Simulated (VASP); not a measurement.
## KCdCO3F: single point with PBE

KCdCO3F:

```
K Cd C O F
1.0
     5.23760    0.00000    0.00000
    -2.61880    4.53589    0.00000
     0.00000    0.00000    9.02292
K Cd C O F
2 2 2 6 2
Direct
  0.63014 0.38495 0.45972
  0.61026 0.37968 0.98253
  0.92342 0.92112 0.23392
  0.95460 0.94574 0.74098
  0.30426 0.63807 0.26978
  0.29874 0.61203 0.69074
  0.48616 0.90955 0.25067
  0.39478 0.42960 0.24993
  0.03283 0.54115 0.28726
  0.02902 0.49382 0.71370
  0.40930 0.44613 0.72219
  0.45433 0.91138 0.69104
  0.97712 0.02134 0.48213
  0.92689 0.87195 0.00050
```

```
Program             : VASP 6.6.1
Task                : single point
Functional          : PBE
Potentials or basis : VASP PAW PBE potentials, release 64 (K_sv, Cd_sv_GW, C, O, F)
Cutoff              : 520 eV
k mesh              : 2 × 2 × 1
Occupations         : fermi-dirac, width 0.05 eV
Spin                : no spin polarisation
```

```
Pressure               : 1.1 GPa
Largest force          : 4.431 eV/Å
Band gap on the k mesh : 1.30 eV, direct
```

Forces on the atoms (eV/Å):
```
K    0.494 -1.102  1.853
K   -0.001 -1.694 -0.095
Cd   0.428  0.988  1.644
Cd  -0.059  0.390 -1.440
C    2.004 -2.671 -1.751
C    0.412  2.891  3.333
O    0.764  1.099 -0.009
O   -2.405  1.958 -0.655
O   -1.215 -0.008 -0.245
O   -4.060 -1.027 -0.428
O    1.828  0.253 -0.702
O    1.423 -1.895 -0.593
F    0.104 -0.483  0.195
F    0.282  1.302 -1.109
```

Stress tensor (GPa, compression positive):
```
 4.35  3.97 -0.33
 3.97 -1.60 -0.86
-0.33 -0.86  0.56
```

Levels at points of the mesh, in eV from the valence-band top:
```
           k point  band 56  band 57  band 58  band 59  band 60  band 61
(0.00, 0.00, 0.00)    -1.01    -0.69     0.00     1.30     3.41     4.48
(0.50, 0.00, 0.00)    -1.06    -0.60    -0.24     3.12     4.52     4.62
(0.00, 0.50, 0.00)    -1.04    -0.48    -0.14     2.96     4.53     4.57
(0.50, 0.50, 0.00)    -1.01    -0.79    -0.03     2.95     4.48     4.58
```

Wall time 60 s on 1 thread of Intel(R) Xeon(R) 6975P-C (Granite Rapids), on a shared host, peak memory 0.36 GiB.

Caveat: the k points lie up to 0.70 Å⁻¹ apart; forces of over 1 eV/Å act on the atoms, so gaps and moduli don't describe the material at rest. As with any semilocal functional, this PBE gap is likely too small.
